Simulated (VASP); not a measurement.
Runs of VASP 6.6.1 on ScIr3C. The structure is that of space group Pm-3m (No. 221), or close to it. The cells are those of the table. 

```csv
cell,gap on the mesh (eV),pressure (GPa)
"a = 4.685 Å, 5 atoms",none,-0.5
"a = 4.767 Å, 5 atoms",none,(b)
"a = 4.600 Å, 5 atoms",none,(a)
"a = 4.807 Å, 5 atoms",none,-6.1
"a = 4.726 Å, 5 atoms",none,-2.6
"a = 4.557 Å, 5 atoms",none,8.6
"a = 4.643 Å, 5 atoms",none,2.1
```

Alike in all rows: task single point; level PBE; potentials or basis VASP PAW PBE potentials, release 64 (Sc_sv, Ir, C); no spin polarisation; k mesh 5 × 5 × 5; cutoff (eV) 520; smearing methfessel-paxton 0.05 eV.

Q: Estimate the missing entries.

A: (a) 5.1; (b) -4.5.

Caveats: spin-orbit coupling is left out, which moves the levels of the heavy elements.

A k mesh can miss the band edges, and the runs leave out spin-orbit coupling on Ir.

A gap of «none» marks levels without a gap at the run's occupations.
